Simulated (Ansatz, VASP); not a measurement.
WCl: VASP beside Ansatz

```
W Cl
1.0
     0.00000    2.67236    2.67236
     2.67236    0.00000    2.67236
     2.67236    2.67236    0.00000
W Cl
1 1
Cartesian
  1.3362 1.3362 1.3362
  0.0000 0.0000 0.0000
```

Change from the starting cell: species swapped into the GaP type (F-43m, No. 216).

Alike in both runs: functional PBE; k mesh 6 × 6 × 6; occupations gaussian, width 0.2 eV; no spin polarisation.

Ansatz relaxed the structure, and its values are those at the end. VASP's run is a single point on that final structure, the one shown.

|  | VASP | Ansatz |
| --- | --- | --- |
| version | VASP 6.6.1 | Ansatz 0.2.0 |
| potentials or method | VASP PAW PBE potentials, release 64 (W_sv, Cl), cutoff 500 eV | scalar-relativistic, plane waves, PAW |
| valence electrons in the cell | 21 | 21 |

|  | VASP | Ansatz | Ansatz less VASP |
| --- | --- | --- | --- |
| gap on the k mesh at the Fermi level (eV) | none | none | - |
| pressure (GPa) | 0.1 | -0.7 | -0.77 |

A gap of «none» marks a metal or a gap that the smearing closes.

Spin-orbit coupling is off throughout.
